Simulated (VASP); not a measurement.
# B3C (P-6m2) in VASP: further runs

B3C is run at these levels: PBE; tasks: relaxation of cell and atoms.

Program: VASP 6.6.1. These are calculated values, not measurements. Logs are shortened: lines on timing, memory, paths and dates and some standing lists are left out, and cuts for length are marked.

### Step 1. The cell of the first run

It takes space group P-6m2 (No. 187, hexagonal). Conventional cell: a = 2.410 Å, b = 2.410 Å, c = 7.509 Å, α = 90.00°, β = 90.00°, γ = 120.00°. B (site symmetry -6m2) has 12 B at 2.27 to 2.41 Å within 3.0 Å. B (site symmetry 3m) has 9 B at 2.27 to 2.41 Å and 3 C at 2.41 Å within 3.0 Å. C (site symmetry -6m2) has 6 B at 2.41 Å and 6 C at 2.41 Å within 3.2 Å.

The cell was built from a structure type or drawn by symmetry, and may not be a known phase.

### Step 2. Relaxation of cell and atoms, PBE

INCAR reads:

```
SYSTEM = B3C
ALGO = Normal
EDIFF = 1E-7
EDIFFG = -0.04
ENCUT = 910
GGA = PE
GGA_COMPAT = .False.
IBRION = 2
ISIF = 3
ISMEAR = 0
LASPH = .True.
LCHARG = .False.
LREAL = .False.
LWAVE = .False.
NELM = 120
NELMIN = 4
NSW = 90
PREC = Accurate
SIGMA = 0.1
```

KPOINTS reads:

```
k-points
0
Gamma
  12 12 2
  0 0 0
```

POSCAR reads:

```
B3C
1.0
    2.4103921000      0.0000000000      0.0000000000
   -1.2051960500      2.0874607900      0.0000000000
    0.0000000000      0.0000000000      7.5087784500
B C
3 1
Direct
    0.0000000000      0.0000000000      0.0000000000
    0.6666666700      0.3333333300      0.7616215300
    0.6666666700      0.3333333300      0.2383784700
    0.0000000000      0.0000000000      0.5000000000
```

Potentials or basis: VASP PAW PBE potentials, release 64 (B_h, C_h).

Launch:

```bash
cat potpaw_PBE.64/B_h/POTCAR potpaw_PBE.64/C_h/POTCAR > POTCAR
mpirun -np 1 vasp_std > vasp.out
```

OUTCAR:

```text
SYSTEM = B3C
   EDIFF = 1E-7
   EDIFFG = -0.04
   ENCUT = 910
   GGA = PE
   IBRION = 2
   ISIF = 3
   ISMEAR = 0
   LASPH = .True.
   LREAL = .False.
   NELM = 120
   NELMIN = 4
   NSW = 90
   PREC = Accurate

 ion  position               nearest neighbor table
   1  0.000  0.000  0.000-
   2  0.667  0.333  0.762-
   3  0.667  0.333  0.238-
   4  0.000  0.000  0.500-

  LATTYP: Found a hexagonal cell.
 ALAT       =     2.4103921000
 C/A-ratio  =     3.1151688765

  Lattice vectors:

 A1 = (   2.4103921000,   0.0000000000,   0.0000000000)
 A2 = (  -1.2051960500,   2.0874607900,   0.0000000000)
 A3 = (   0.0000000000,   0.0000000000,   7.5087784500)

Analysis of symmetry for initial positions (statically):
=====================================================================
 Subroutine PRICEL returns:
 Original cell was already a primitive cell.

 Routine SETGRP: Setting up the symmetry group for a
 hexagonal supercell.

 Subroutine GETGRP returns: Found 12 space group operations
 (whereof 12 operations were pure point group operations)
 out of a pool of 24 trial point group operations.

The static configuration has the point symmetry D_3h.

Analysis of symmetry for dynamics (positions and initial velocities):
=====================================================================
 Subroutine PRICEL returns:
 Original cell was already a primitive cell.

 Routine SETGRP: Setting up the symmetry group for a
 hexagonal supercell.

 Subroutine GETGRP returns: Found 12 space group operations
 (whereof 12 operations were pure point group operations)
 out of a pool of 24 trial point group operations.

The dynamic configuration has the point symmetry D_3h.

 Subroutine INISYM returns: Found 12 space group operations
 (whereof 12 operations are pure point group operations),
 and found     1 'primitive' translations

----------------------------------------------------------------------------------------

                                     Primitive cell

  volume of cell :      37.7812

  direct lattice vectors                    reciprocal lattice vectors
     2.410392100  0.000000000  0.000000000     0.414870261  0.239525457  0.000000000
    -1.205196050  2.087460790  0.000000000     0.000000000  0.479050914  0.000000000
     0.000000000  0.000000000  7.508778450     0.000000000  0.000000000  0.133177454

  length of vectors
     2.410392100  2.410392099  7.508778450     0.479050914  0.479050914  0.133177454

[... 85 lines left out ...]
   LREAL  =      F    real-space projection
   EDIFFG = -.4E-01   stopping-criterion for IOM
   NSW    =     90    number of steps for IOM
   IBRION =      2    ionic relax: 0-MD 1-quasi-New 2-CG
   NFREE  =      1    steps in history (QN), initial steepest desc. (CG)
   ISIF   =      3    stress and relaxation
   ISYM   =      2    0-nonsym 1-usesym 2-fastsym
   POTIM  = 0.5000    time-step for ionic-motion
   TEBEG  =    0.0;   TEEND  =   0.0 temperature during run
   PSTRESS=    0.0 pullay stress
   NELECT =      13.0000    total number of electrons
   NUPDOWN=      -1.0000    fix difference up-down
   EMIN   =  10.00;   EMAX   =-10.00  energy-range for DOS
   EFERMI =   0.00;   METHOD = LEGACY
   ISMEAR =     0;   SIGMA  =   0.10  broadening in eV -4-tet -1-fermi 0-gaus
   EFERMI_NEDOS =   21; number of points for ismear=-14 and -15
   IALGO  =     38    algorithm
   IMIX   =      4    mixing-type and parameters
     AMIX     =   0.40;   BMIX     =  1.00
     AMIX_MAG =   1.60;   BMIX_MAG =  1.00
  volume/ion in A,a.u.               =       9.45        63.74
  Fermi-wavevector in a.u.,A,eV,Ry     =   1.147178  2.167852 17.905506  1.316018
  Thomas-Fermi vector in A             =   2.283859
   LORBIT       =      0    0 simple, 1 ext, 2 COOP (PROOUT), +10 PAW based schemes
   GGA     = PE    functional components
   LHFCALC =     F    Hartree Fock is set to
   AEXX    =    0.0000 exact exchange contribution
   IVDW    =     0    specifies the selected vdW correction
   LEPSILON=     F    determine dielectric tensor
   LRPA    =     F    only Hartree local field effects (RPA)
 conjugate gradient relaxation of ions
 non-spin polarized calculation
 Gauss-broadening in eV      SIGMA  =   0.10
  energy-cutoff  :      910.00
  volume of cell :       37.78
 maximum number of plane-waves:      2380
 NGX is ok and might be reduce to    24
   NGX = 11   NGY = 11   NGZ = 37

--------------------------------------- Ionic step        1  -------------------------------------------

 number of electron      13.0000000 magnetization

 Free energy of the ion-electron system (eV)
  ---------------------------------------------------
  ext. energy  EPLUGINS =         0.00000000
  ---------------------------------------------------
  free energy    TOTEN  =       -17.93429402 eV

  energy without entropy =      -17.92608615  energy(sigma->0) =      -17.93019009

 E-fermi :   6.1939     XC(G=0): -11.3104

 val. band max:        6.1900596297   @ k =   0.2500   0.2500   0.0000
 cond. band min:       6.2939665520   @ k =   0.4167   0.1667   0.5000
 fundamental gap:      0.1039069223
 Fermi energy:         6.1938543435

 k-point     1 :       0.0000    0.0000    0.0000
  band No.  band energies     occupation
      1      -8.2968      2.00000
      2      -6.5035      2.00000
      3      -5.3012      2.00000
      4       0.3581      2.00000
      5       1.3055      2.00000
      6       9.8103      0.00000
      7      11.0627      0.00000
      8      11.3225      0.00000
      9      11.3225      0.00000
     10      14.4566      0.00000
[... 406 lines left out ...]
  FREE ENERGIE OF THE ION-ELECTRON SYSTEM (eV)
  ---------------------------------------------------
  free  energy   TOTEN  =       -20.1513058164 eV

  energy  without entropy=      -20.1430718652  energy(sigma->0) =      -20.14718884

[... ionic steps 4 to 22 ...]

--------------------------------------- Ionic step       23  -------------------------------------------

 number of electron      12.9999999 magnetization

------------------------ aborting loop because EDIFF is reached ----------------------------------------
[... 71 lines left out ...]
--------------------------------------- Ionic step       25  -------------------------------------------

 number of electron      12.9999999 magnetization

 Free energy of the ion-electron system (eV)
  ---------------------------------------------------
  ext. energy  EPLUGINS =         0.00000000
  ---------------------------------------------------
  free energy    TOTEN  =       -23.90388158 eV

  energy without entropy =      -23.89620874  energy(sigma->0) =      -23.90004516

 E-fermi :  11.0759     XC(G=0): -12.5212

 val. band max:       11.0298643593   @ k =   0.4167   0.1667   0.0000
 cond. band min:      11.0983377259   @ k =   0.2500   0.2500   0.0000
 fundamental gap:      0.0684733666
 Fermi energy:        11.0759451193

 k-point     1 :       0.0000    0.0000    0.0000
  band No.  band energies     occupation
      1      -8.1676      2.00000
      2      -0.3377      2.00000
      3       0.2991      2.00000
      4       6.9496      2.00000
      5       6.9496      2.00000
      6      13.1261      0.00000
      7      13.1261      0.00000
      8      14.1900      0.00000
      9      15.7700      0.00000
     10      15.7700      0.00000
[... 330 lines left out ...]
  FREE ENERGIE OF THE ION-ELECTRON SYSTEM (eV)
  ---------------------------------------------------
  free  energy   TOTEN  =       -23.9038815776 eV

  energy  without entropy=      -23.8962087371  energy(sigma->0) =      -23.90004516

 reached required accuracy - stopping structural energy minimisation
```

Run time: 4.9 min. Hardware: 1 thread of Intel Xeon Platinum 8488C (Sapphire Rapids), shared host; peak memory 0.22 GiB.

Results:

* Free energy: -23.9039 eV
* Relaxed volume: 6.57 Å³/atom
* Relaxed cell: a = 2.853 Å, b = 2.853 Å, c = 3.731 Å, α = 90.00°, β = 90.00°, γ = 120.00°
* Space group after relaxing (to 0.1 Å): P-6m2 (No. 187)
* Pressure after relaxing: -0.1 GPa
* Largest force after relaxing: 0.007 eV/Å
* Band gap on the k mesh: zero (an odd number of electrons rules out a gap without spin polarisation)

Forces on the atoms (eV/Å):
```
B    0.000  0.000  0.000
B    0.000  0.000 -0.007
B    0.000  0.000  0.007
C    0.000  0.000  0.000
```

Final structure:
```cif
data_structure
_symmetry_space_group_name_H-M 'P 1'
_symmetry_Int_Tables_number 1
_cell_length_a 2.8531
_cell_length_b 2.8531
_cell_length_c 3.7305
_cell_angle_alpha 90.000
_cell_angle_beta 90.000
_cell_angle_gamma 120.000
_cell_volume 26.30
loop_
_atom_site_label
_atom_site_type_symbol
_atom_site_fract_x
_atom_site_fract_y
_atom_site_fract_z
_atom_site_occupancy
B1 B 0.00000 0.00000 0.00000 1
B2 B 0.66667 0.33333 0.78273 1
B3 B 0.66667 0.33333 0.21727 1
C1 C 0.00000 0.00000 0.50000 1
```

Caveat: the k points lie up to 0.84 Å⁻¹ apart in the final cell, too coarse for converged energies and pressures of a metal; the cutoff is under 1.25 times the usual one of these potentials, so pressure, stress and relaxed cells hold a basis-set (Pulay) error; the volume moved by over 15 % at a fixed basis, so the end points are rough.

### Step 3. Relaxation of cell and atoms, PBE

This run uses another cell than the first one, of 6.64 Å³/atom.

INCAR reads:

```
  PREC = Accurate
  ENCUT = 600
  EDIFF = 1E-6
  ISMEAR = 0
  SIGMA = 0.1
  LREAL = False
  LASPH = True
  NELM = 80
  ALGO = Normal
  ISIF = 3
  LWAVE = False
  LCHARG = False
  GGA = PE
  IBRION = 2
  NSW = 100
  EDIFFG = -0.01
```

KPOINTS reads:

```
regular mesh
0
Gamma
  24 24 10
```

POSCAR reads:

```
B3C
1.0
    2.5705910612      0.0000000000      0.0000000000
   -1.2852955306      2.2261971617      0.0000000000
    0.0000000000      0.0000000000      4.6419177074
B C
3 1
Direct
    0.0000000000      0.0000000000      0.0000000000
    0.6666666667      0.3333333333      0.6844254056
    0.6666666667      0.3333333333      0.3155745944
    0.0000000000      0.0000000000      0.5000000000
```

Potentials or basis: VASP PAW PBE potentials, release 64 (B, C).

Launch:

```bash
cat potpaw_PBE.64/B/POTCAR potpaw_PBE.64/C/POTCAR > POTCAR
mpirun -np 1 vasp_std > vasp.out
```

Wall time 3.2 min (1 thread of Intel Xeon 6975P-C (Granite Rapids), shared host); peak memory 0.25 GiB.

Results (log left out):

- Free energy: -23.6129 eV
- Relaxed volume: 6.73 Å³/atom
- Relaxed cell: a = 2.569 Å, b = 2.569 Å, c = 4.709 Å, α = 90.00°, β = 90.00°, γ = 120.00°
- Space group after relaxing (to 0.1 Å): P-6m2 (No. 187)
- Energy gained by relaxing: 0.8 meV/atom
- Ionic steps: 11
- Pressure after relaxing: 0.0 GPa
- Band gap on the k mesh: zero (an odd number of electrons rules out a gap without spin polarisation)

Step by step:
```
step  energy change (eV)  largest force (eV/Å)  pressure (GPa)  volume (Å³)
   1              0.0000                0.0610            1.77        26.56
   2             -0.0015                0.0429           -0.46        26.85
   3             -0.0015                0.0450           -0.18        26.81
   4             -0.0019                0.0085           -0.05        26.82
   5             -0.0024                0.1055            0.36        26.84
   6             -0.0025                0.1007            0.35        26.85
   7             -0.0027                0.0855            0.33        26.86
   8             -0.0030                0.0558            0.30        26.89
   9             -0.0030                0.0529            0.29        26.89
  10             -0.0030                0.0374            0.21        26.90
  11             -0.0031                0.0003           -0.02        26.91
```

Final structure:
```
B C
1.0
     2.56868    0.00000    0.00000
    -1.28434    2.22454    0.00000
     0.00000    0.00000    4.70885
B C
3 1
Direct
  0.00000 0.00000 0.00000
  0.66667 0.33333 0.68126
  0.66667 0.33333 0.31874
  0.00000 0.00000 0.50000
```

Levels at points of the mesh, in eV from the Fermi level:
```csv
k point,band 3,band 4,band 5,band 6,band 7,band 8,band 9,band 10
"(0.00, 0.00, 0.00)",-11.68,-1.43,-1.43,1.04,5.66,6.37,6.37,7.25
"(0.50, 0.00, 0.00)",-7.89,-6.78,-4.87,-4.00,-2.61,3.99,4.58,4.72
"(0.00, 0.00, 0.50)",-6.23,-4.67,-1.33,-1.33,5.42,5.42,6.87,6.87
"(0.50, 0.00, 0.50)",-9.12,-7.51,-4.71,-1.09,-0.42,1.73,1.98,4.11
```
